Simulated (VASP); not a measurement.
# Ge8S9 (a cell with a defect) in VASP: a series of runs

Ge8S9 (a cell with a defect) is run at these levels: PBE; tasks: single point.

Program: VASP 6.6.1. These are calculated values, not measurements. Logs are shortened: lines on timing, memory, paths and dates and some standing lists are left out, and cuts for length are marked.

## (1) The cell of the first run

The cell holds a defect, 17 atoms: a = 5.771 Å, b = 5.771 Å, c = 10.785 Å, α = 90.00°, β = 90.00°, γ = 101.16°.

## (2) Single point, PBE

Input file INCAR:

```
PREC     = Accurate       # precision mode
ENCUT    = 520            # plane-wave cutoff, eV
EDIFF    = 1E-6           # SCF threshold, eV
ISMEAR   = 0              # smearing method
SIGMA    = 0.02           # smearing width, eV
LREAL    = Auto         
LASPH    = T              # aspherical terms in the spheres
NELM     = 100            # most SCF steps
ALGO     = Normal         # electronic algorithm
ISIF     = 2              # what is computed and relaxed
LWAVE    = F              # write WAVECAR
LCHARG   = F              # write CHGCAR
GGA      = PE             # functional
NBANDS   = 97             # bands
```

Input file KPOINTS:

```
Automatic mesh
0
Gamma
  3 3 2
  0 0 0.5
```

Input file POSCAR:

```
Ge8S9
1.0
    0.0000000000     -3.6648200634     -4.4582437440
    0.0000000000     -3.6648200634      4.4582437440
  -10.7854111416      0.0000000000      0.0000000000
Ge S
8 9
Direct
    0.2131793021      0.5819123940      0.1334120676
    0.7310279118      0.0171539778      0.1813967937
    0.7859457733      0.4341081237      0.8637706878
    0.2791915134      0.9480867491      0.8300129575
    0.7097945294      0.5519563670      0.4027309616
    0.1880465328      0.0529464722      0.4011004257
    0.2982177302      0.4520354753      0.6052033543
    0.8096915168      0.9443716811      0.6071143616
    0.1323534707      0.6319885575      0.3561306055
    0.6190938540      0.1215023971      0.3730430808
    0.8720548839      0.3712675497      0.6373040313
    0.3718273213      0.8841481210      0.6157280342
    0.1230316571      0.1355643950      0.1730805600
    0.6434662563      0.6079468883      0.1795530995
    0.8563612758      0.8728543175      0.8210099628
    0.3610241704      0.3930073925      0.8231471089
    0.5276062947      1.0605917339      1.0223417406
```

Potentials or basis: VASP PAW PBE potentials, release 64 (Ge_d, S).

Command:

```console
$ cat potpaw_PBE.64/Ge_d/POTCAR potpaw_PBE.64/S/POTCAR > POTCAR
$ mpirun -np 1 vasp_std > vasp.out
```

OUTCAR:

```text
PREC = Accurate
   ENCUT = 520
   EDIFF = 1E-6
   ISMEAR = 0
   LREAL = Auto
   LASPH = T
   NELM = 100
   ISIF = 2
   GGA = PE

 ion  position               nearest neighbor table
   1  0.213  0.582  0.133-   9 2.47  14 2.51  13 2.56
   2  0.731  0.017  0.181-  17 2.12  13 2.23  10 2.28  14 2.32
   3  0.786  0.434  0.864-  16 2.46  15 2.53  11 2.53
   4  0.279  0.948  0.830-  15 2.40  12 2.42  16 2.52  17 2.53
   5  0.710  0.552  0.403-   9 2.44  10 2.46  14 2.47
   6  0.188  0.053  0.401-   9 2.44  10 2.46  13 2.55  12 2.80
   7  0.298  0.452  0.605-  16 2.41  11 2.44  12 2.45
   8  0.810  0.944  0.607-  15 2.37  11 2.44  12 2.49
   9  0.132  0.632  0.356-   6 2.44   5 2.44   1 2.47
  10  0.619  0.122  0.373-   2 2.28   5 2.46   6 2.46
  11  0.872  0.371  0.637-   7 2.44   8 2.44   3 2.53
  12  0.372  0.884  0.616-   4 2.42   7 2.45   8 2.49   6 2.80
  13  0.123  0.136  0.173-   2 2.23   6 2.55   1 2.56
  14  0.643  0.608  0.180-   2 2.32   5 2.47   1 2.51
  15  0.856  0.873  0.821-   8 2.37   4 2.40   3 2.53
  16  0.361  0.393  0.823-   7 2.41   3 2.46   4 2.52
  17  0.528  0.061  0.022-   2 2.12   4 2.53

  LATTYP: Found a base centered orthorhombic cell.
 ALAT       =     7.3296401268
 B/A-ratio  =     1.2164973087
 C/A-ratio  =     1.4714789478

  Lattice vectors:

 A1 = (   0.0000000000,  -3.6648200634,  -4.4582437440)
 A2 = (   0.0000000000,  -3.6648200634,   4.4582437440)
 A3 = ( -10.7854111416,   0.0000000000,   0.0000000000)

Analysis of symmetry for initial positions (statically):
=====================================================================
 Subroutine PRICEL returns:
 Original cell was already a primitive cell.

 Routine SETGRP: Setting up the symmetry group for a
 base centered orthorhombic supercell.

 Subroutine GETGRP returns: Found  1 space group operations
 (whereof  1 operations were pure point group operations)
 out of a pool of  8 trial point group operations.

The static configuration has the point symmetry C_1 .

Analysis of symmetry for dynamics (positions and initial velocities):
=====================================================================
 Subroutine PRICEL returns:
 Original cell was already a primitive cell.

 Routine SETGRP: Setting up the symmetry group for a
 base centered orthorhombic supercell.

 Subroutine GETGRP returns: Found  1 space group operations
 (whereof  1 operations were pure point group operations)
 out of a pool of  8 trial point group operations.

The dynamic configuration has the point symmetry C_1 .

[... 118 lines left out ...]
   ISIF   =      2    stress and relaxation
   ISYM   =      2    0-nonsym 1-usesym 2-fastsym
   POTIM  = 0.5000    time-step for ionic-motion
   TEBEG  =    0.0;   TEEND  =   0.0 temperature during run
   PSTRESS=    0.0 pullay stress
   NELECT =     166.0000    total number of electrons
   NUPDOWN=      -1.0000    fix difference up-down
   EMIN   =  10.00;   EMAX   =-10.00  energy-range for DOS
   EFERMI =   0.00;   METHOD = LEGACY
   ISMEAR =     0;   SIGMA  =   0.02  broadening in eV -4-tet -1-fermi 0-gaus
   EFERMI_NEDOS =   21; number of points for ismear=-14 and -15
   IALGO  =     38    algorithm
   IMIX   =      4    mixing-type and parameters
     AMIX     =   0.40;   BMIX     =  1.00
     AMIX_MAG =   1.60;   BMIX_MAG =  1.00
  volume/ion in A,a.u.               =      20.73       139.90
  Fermi-wavevector in a.u.,A,eV,Ry     =   1.273747  2.407033 22.074516  1.622431
  Thomas-Fermi vector in A             =   2.406553
   LORBIT       =      0    0 simple, 1 ext, 2 COOP (PROOUT), +10 PAW based schemes
   GGA     = PE    functional components
   LHFCALC =     F    Hartree Fock is set to
   AEXX    =    0.0000 exact exchange contribution
   IVDW    =     0    specifies the selected vdW correction
   LEPSILON=     F    determine dielectric tensor
   LRPA    =     F    only Hartree local field effects (RPA)
 non-spin polarized calculation
 Gauss-broadening in eV      SIGMA  =   0.02
  energy-cutoff  :      520.00
  volume of cell :      352.44
 maximum number of plane-waves:      9495
 NGX is ok and might be reduce to    48
   NGX = 21   NGY = 21   NGZ = 41

 number of electron     165.9999981 magnetization

 Free energy of the ion-electron system (eV)
  ---------------------------------------------------
  ext. energy  EPLUGINS =         0.00000000
  ---------------------------------------------------
  free energy    TOTEN  =       -75.83695852 eV

  energy without entropy =      -75.83695852  energy(sigma->0) =      -75.83695852

 E-fermi :   5.0969     XC(G=0):  -9.9717

 val. band max:        4.9498188948   @ k =   0.3333  -0.3333   0.2500
 cond. band min:       6.0469107772   @ k =  -0.3333   0.3333   0.2500
 fundamental gap:      1.0970918824
 Fermi energy:         5.0969084002

 k-point     1 :       0.0000    0.0000    0.2500
  band No.  band energies     occupation
      1     -20.1046      2.00000
      2     -20.0951      2.00000
      3     -20.0891      2.00000
      4     -20.0539      2.00000
      5     -20.0312      2.00000
      6     -19.8142      2.00000
[... 871 lines left out ...]
     94       8.0192      0.00000
     95       8.0596      0.00000
 [bands above 95 left out]

------------------------ aborting loop because EDIFF is reached ----------------------------------------

  FORCE on cell =-STRESS in cart. coord.  units (eV):
  Direction    XX          YY          ZZ          XY          YZ          ZX
  --------------------------------------------------------------------------------------
  -------------------------------------------------------------------------------------
  Total       14.3136134      4.2176810      8.2846750      0.4160222      2.0568661      2.0950391
  in kB       65.0693848     19.1734890     37.6619577      1.8912284      9.3504697      9.5240035
  external PRESSURE =      40.6349438 kB  Pullay stress =       0.0000000 kB

 VOLUME and BASIS-vectors are now :
 -----------------------------------------------------------------------------
  energy-cutoff  :      520.00
  volume of cell :      352.44
      direct lattice vectors                 reciprocal lattice vectors
     0.000000000 -3.664820063 -4.458243744     0.000000000 -0.136432346 -0.112151786
     0.000000000 -3.664820063  4.458243744     0.000000000 -0.136432346  0.112151786
   -10.785411142  0.000000000  0.000000000    -0.092717838  0.000000000  0.000000000

 POSITION                                       TOTAL-FORCE (eV/Angst)
 -----------------------------------------------------------------------------------
     -1.43890     -2.91387      1.64390         0.012874     -0.000801      0.018962
     -1.95644     -2.74195     -3.18262        -0.052482      0.006504     -0.102297
     -9.31612     -4.47128     -1.56858         0.037134      0.000239      0.019532
     -8.95203     -4.49775      2.98210        -0.039057      0.109889     -0.118715
     -4.34362     -4.62409     -0.70368        -0.030343     -0.005870      0.004739
     -4.32603     -0.88320     -0.60231        -0.032052      0.020060     -0.006263
[... 9 lines left out ...]
     -8.87798     -2.76339      0.14259        -0.003124      0.021012     -0.035993
     -0.24096     -2.15564     -2.08206        -0.228018     -0.311032      0.125692
 -----------------------------------------------------------------------------------
    total drift:                               -0.003592      0.002328     -0.002627

  FREE ENERGIE OF THE ION-ELECTRON SYSTEM (eV)
  ---------------------------------------------------
  free  energy   TOTEN  =       -75.8369585219 eV

  energy  without entropy=      -75.8369585219  energy(sigma->0) =      -75.83695852
```

stdout:

```text
POSCAR found type information on POSCAR GeS
 POSCAR found :  2 types and      17 ions
 scaLAPACK will be used
 LDA part: xc-table for (Slater+PW92), standard interpolation
 POSCAR, INCAR and KPOINTS ok, starting setup
 FFT: planning ... GRIDC
 FFT: planning ... GRID_SOFT
 FFT: planning ... GRID
 WAVECAR not read
 entering main loop
```

Run time: 5.3 min. Hardware: 1 thread of Intel Xeon Platinum 8488C (Sapphire Rapids), shared host; peak memory 0.52 GiB.

What came out:

| Item | Value |
| --- | --- |
| Free energy | -75.8370 eV |
| Pressure | 4.1 GPa |
| Largest force | 0.406 eV/Å |
| Band gap on the k mesh | 1.10 eV |

Forces on the atoms (eV/Å):
```
Ge   0.013 -0.001  0.019
Ge  -0.052  0.007 -0.102
Ge   0.037  0.000  0.020
Ge  -0.039  0.110 -0.119
Ge  -0.030 -0.006  0.005
Ge  -0.032  0.020 -0.006
Ge  -0.021  0.002 -0.028
Ge  -0.027  0.033  0.000
S    0.062  0.005 -0.025
S    0.093  0.010  0.022
S    0.046 -0.009 -0.015
S    0.069  0.041  0.014
S    0.058  0.057  0.043
S    0.016 -0.004  0.002
S    0.039  0.024  0.082
S   -0.003  0.021 -0.036
S   -0.228 -0.311  0.126
```

Levels at points of the mesh, in eV from the valence-band top:
```
           k point  band 79  band 80  band 81  band 82  band 83  band 84  band 85  band 86  band 87  band 88
(0.00, 0.00, 0.25)    -1.19    -1.01    -0.54    -0.34    -0.18     1.64     1.79     2.30     2.43     2.71
```

## (3) Single point, PBE

Input file INCAR:

```
SYSTEM = Ge8S9
PREC     = Accurate       ! precision mode
ENCUT    = 520            ! plane-wave cutoff, eV
EDIFF    = 1E-7           ! SCF threshold, eV
ISMEAR   = 0              ! smearing method
SIGMA    = 0.02           ! smearing width, eV
LREAL    = Auto         
LASPH    = .True.         ! aspherical terms in the spheres
NELM     = 80             ! most SCF steps
ALGO     = Normal         ! electronic algorithm
ISIF     = 2              ! what is computed and relaxed
LWAVE    = .False.        ! write WAVECAR
LCHARG   = .False.        ! write CHGCAR
GGA      = PE             ! functional
NBANDS   = 97             ! bands
```

KPOINTS is that of step 2.

Input file POSCAR:

```
Ge8S9
1.0
    0.0000000000     -3.6648200634     -4.4582437440
    0.0000000000     -3.6648200634      4.4582437440
  -10.7854111416      0.0000000000      0.0000000000
Ge S
8 9
Direct
    0.2031230194      0.5728266728      0.1345611197
    0.7299484998      0.0163484405      0.1829755003
    0.7939858015      0.4405771297      0.8606262551
    0.2859986224      0.9352343229      0.8415588317
    0.7116599407      0.5557561724      0.4048700548
    0.1905318257      0.0505419472      0.4044418838
    0.3012095078      0.4482687620      0.6057184946
    0.8068639950      0.9442921024      0.6111750320
    0.1330459071      0.6299249759      0.3552191891
    0.6182578252      0.1271839572      0.3723072720
    0.8750840231      0.3754379454      0.6313517316
    0.3691629216      0.8783062368      0.6186063667
    0.1218367196      0.1326169736      0.1721161090
    0.6397433613      0.6160140621      0.1751503930
    0.8508043646      0.8835331718      0.8255064998
    0.3652093726      0.3801701966      0.8232002363
    0.5473618610      1.1358525651      1.0327744445
```

Potentials or basis: VASP PAW PBE potentials, release 64 (Ge_d, S).

Command:

```console
$ cat potpaw_PBE.64/Ge_d/POTCAR potpaw_PBE.64/S/POTCAR > POTCAR
$ mpirun -np 1 vasp_std > vasp.out
```

Run time: 18 min. Hardware: 1 thread of Oxide Virtual Turin-like, shared host; peak memory 0.48 GiB.

It converged, with:

```yaml
Free_energy: -76.0890 eV
Pressure: 3.7 GPa
Largest_force: 0.362 eV/Å
Band_gap_on_the_k_mesh: 1.14 eV
```

Forces in eV/Å, atoms in the order of the input:
```
Ge  -0.008  0.066 -0.006
Ge   0.018  0.020  0.010
Ge   0.035 -0.005 -0.032
Ge  -0.086  0.042 -0.080
Ge  -0.014 -0.001  0.016
Ge  -0.013  0.017 -0.014
Ge   0.016  0.015 -0.035
Ge  -0.030  0.028 -0.003
S    0.044  0.019 -0.031
S    0.054  0.002  0.004
S    0.061 -0.017 -0.009
S   -0.017  0.040 -0.028
S    0.020  0.055 -0.001
S    0.054 -0.004  0.050
S   -0.025 -0.019  0.064
S    0.010  0.040 -0.071
S   -0.119 -0.299  0.168
```

Stress tensor (GPa, compression positive):
```
5.65 0.14 0.18
0.14 2.18 0.51
0.18 0.51 3.21
```

Levels at points of the mesh, in eV from the valence-band top:
```
           k point  band 79  band 80  band 81  band 82  band 83  band 84  band 85  band 86  band 87  band 88
(0.00, 0.00, 0.25)    -1.25    -1.11    -0.51    -0.26    -0.13     1.78     1.83     2.35     2.52     2.74
```
